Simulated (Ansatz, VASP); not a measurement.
# HgS in VASP and in Ansatz

```
Hg S
1.0
     0.00000    2.93908    2.93908
     2.93908    0.00000    2.93908
     2.93908    2.93908    0.00000
Hg S
1 1
Direct
  0.00000 0.00000 0.00000
  0.75000 0.75000 0.75000
```

Alike in both runs: task single point; functional revPBE; dispersion D4; k mesh 8 × 8 × 8; occupations gaussian, width 0.05 eV; no spin polarisation.

|  | VASP | Ansatz |
| --- | --- | --- |
| version | VASP 6.6.1 | Ansatz 0.2.0 |
| potentials or method | VASP PAW PBE potentials, release 64 (Hg, S), cutoff 500 eV | scalar-relativistic, plane waves, PAW |
| valence electrons in the cell | 18 | 26 |

VASP gave:

* gap on the k mesh at the Fermi level (eV): none
* pressure (GPa): 1.2

Estimate Ansatz's values.

gap on the k mesh at the Fermi level (eV): none; pressure (GPa): 0.9.

VASP's potentials were made for PBE, not for revPBE. A gap of «none» marks a metal or a gap that the smearing closes. VASP's potentials hold 18 valence electrons a cell and Ansatz's 26, so a difference there can come from the potentials and not from the codes.

Spin-orbit coupling is off throughout.
